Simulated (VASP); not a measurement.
A run of VASP 6.6.1:

The input INCAR:

```
  PREC = Accurate
  ENCUT = 520
  EDIFF = 1E-6
  ISMEAR = 0
  SIGMA = 0.02
  LREAL = F
  LASPH = T
  NELM = 100
  ALGO = Normal
  ISIF = 2
  LWAVE = F
  LCHARG = F
  GGA = PS
  NBANDS = 35
```

Contents of KPOINTS:

```
Automatic mesh
0
Gamma
  6 6 8
```

Contents of POSCAR:

```
SnO2
1.0
    4.8219591020      0.0000000000      0.0000000000
    0.0000000000      4.8219591020      0.0000000000
    0.0000000000      0.0000000000      3.1160239668
Sn O
2 4
Direct
    0.5000000000      0.5000000000      0.5000000000
    0.0000000000      0.0000000000      0.0000000000
    0.1948790082      0.8051209918      0.5000000000
    0.8051209918      0.1948790082      0.5000000000
    0.3051209918      0.3051209918      0.0000000000
    0.6948790082      0.6948790082      0.0000000000
```

Potentials or basis: VASP PAW PBE potentials, release 64 (Sn_d, O).

Run with:

```sh
$ cat potpaw_PBE.64/Sn_d/POTCAR potpaw_PBE.64/O/POTCAR > POTCAR
$ mpirun -np 1 vasp_std > vasp.out
```

Hardware: 1 thread of AMD EPYC 7R13 Processor (Zen 3), with other jobs on the host.

Question: How long does it take, and how much memory?

Answer: Wall time 2.8 min on 1 thread of AMD EPYC 7R13 Processor (Zen 3) (shared host), peak memory 0.2 GiB. Counts: scf iterations 14, k points 50.
